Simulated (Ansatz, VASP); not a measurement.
# One calculation of Ir, two programs

File INCAR:

```
SYSTEM = Ir
ALGO = Normal
EDIFF = 1E-7
ENCUT = 520
GGA = PE
ISIF = 2
ISMEAR = 0
LASPH = .True.
LCHARG = .False.
LREAL = .False.
LWAVE = .False.
NBANDS = 10
NELM = 100
PREC = Accurate
SIGMA = 0.15
```

File KPOINTS:

```
k-points
0
Gamma
  22 22 22
  0 0 0
```

Contents of POSCAR:

```
Ir
1.0
    0.0000000000      2.1218664650      1.5580865452
    2.1218664650      0.0000000000      1.5580865452
    2.1218664650      2.1218664650      0.0000000000
Ir
1
Direct
    0.0000000000      0.0000000000      0.0000000000
```

Input for Ansatz:

```yaml
crystal:
  lattice:
    - [0.0, 2.121866465, 1.5580865452]
    - [2.121866465, 0.0, 1.5580865452]
    - [2.121866465, 2.121866465, 0.0]
  atoms:
    - { symbol: Ir, position: [0.0, 0.0, 0.0] }
basis:
  ecutwfc: 420
kpoints:
  mp_grid: { grid: [22, 22, 22] }
hamiltonian:
  xc: pbe
  pseudopotentials: { kind: paw, azcp: { folder: soft_1 } }
scf:
  occupations: { method: gaussian, width: 0.15 }
output:
  forces: true
  stress: true
  eigenvalues: true
```

Alike in both runs: task single point; functional PBE; k mesh 22 × 22 × 22; occupations gaussian, width 0.15 eV; no spin polarisation.

|  | VASP | Ansatz |
| --- | --- | --- |
| version | VASP 6.6.1 | Ansatz 0.2.0 |
| potentials or method | VASP PAW PBE potentials, release 64 (Ir), cutoff 520 eV | scalar-relativistic, plane waves, PAW |
| valence electrons in the cell | 9 | 17 |

```csv
,VASP,Ansatz,Ansatz less VASP
gap on the k mesh at the Fermi level (eV),none,none,-
pressure (GPa),25.8,24.9,-0.89
"traceless stress, the component that is largest in VASP (GPa)",16.93,17.26,+0.327
```

A gap of «none» marks a metal or a gap that the smearing closes. VASP's potentials hold 9 valence electrons a cell and Ansatz's 17, so a difference there can come from the potentials and not from the codes.

Spin-orbit coupling is off throughout.
